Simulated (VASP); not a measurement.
Write the native input for VASP 6.6.1 that does the following.

- Task: relaxation of cell and atoms
- Functional: PBE
- Potentials or basis: VASP PAW PBE potentials, release 64 (Ga_d, N)
- Cutoff: 600 eV
- k mesh: 12 × 12 × 2
- Occupations: gaussian, width 0.02 eV
- Spin: no spin polarisation
- Dipole correction: no
- Further INCAR settings: ALGO = Normal; EDIFF = 1e-06; IBRION = 2; EDIFFG = -0.01; NSW = 100; ISIF = 3

The structure of GaN lies in POSCAR:

```
GaN
1.0
    3.2159383632      0.0000000000      0.0000000000
   -1.6079691816      2.7850843196      0.0000000000
    0.0000000000      0.0000000000     15.7413040805
Ga N
6 6
Direct
    0.0000000000      0.0000000000      0.1875269422
    0.0000000000      0.0000000000      0.6875269422
    0.3333333333      0.6666666667      0.5207094315
    0.6666666667      0.3333333333      0.0207094315
    0.3333333333      0.6666666667      0.8539798512
    0.6666666667      0.3333333333      0.3539798512
    0.0000000000      0.0000000000      0.3126498525
    0.0000000000      0.0000000000      0.8126498525
    0.3333333333      0.6666666667      0.9792130131
    0.6666666667      0.3333333333      0.4792130131
    0.3333333333      0.6666666667      0.6459209095
    0.6666666667      0.3333333333      0.1459209095
```

The cell was generated, and may not be a known phase.

These files were run (other wordings do the same):

INCAR

```
PREC = Accurate ; ENCUT = 600
EDIFF = 1E-6 ; ISMEAR = 0
SIGMA = 0.02 ; LREAL = False
LASPH = True ; NELM = 60
ALGO = Normal ; ISIF = 3
LWAVE = False ; LCHARG = False
GGA = PE ; IBRION = 2
NSW = 100 ; EDIFFG = -0.01
```

KPOINTS

```
regular mesh
0
Gamma
  12 12 2
```

Potentials or basis: VASP PAW PBE potentials, release 64 (Ga_d, N).

The run is started by

```sh
$ cat potpaw_PBE.64/Ga_d/POTCAR potpaw_PBE.64/N/POTCAR > POTCAR
$ mpirun -np 1 vasp_std > vasp.out
```

It gave:

```
Relaxed volume                        : 11.76 Å³/atom
Relaxed cell                          : a = 3.217 Å, b = 3.217 Å, c = 15.750 Å, α = 90.00°, β = 90.00°, γ = 120.00°
Space group after relaxing (to 0.1 Å) : P6_3mc (No. 186)
Ionic steps                           : 2
Pressure after relaxing               : -0.1 GPa
Band gap on the k mesh                : 1.60 eV
```

It took 12 min on 1 thread of Oxide Virtual Turin-like Processor, with other jobs on the host, peak memory 0.48 GiB.
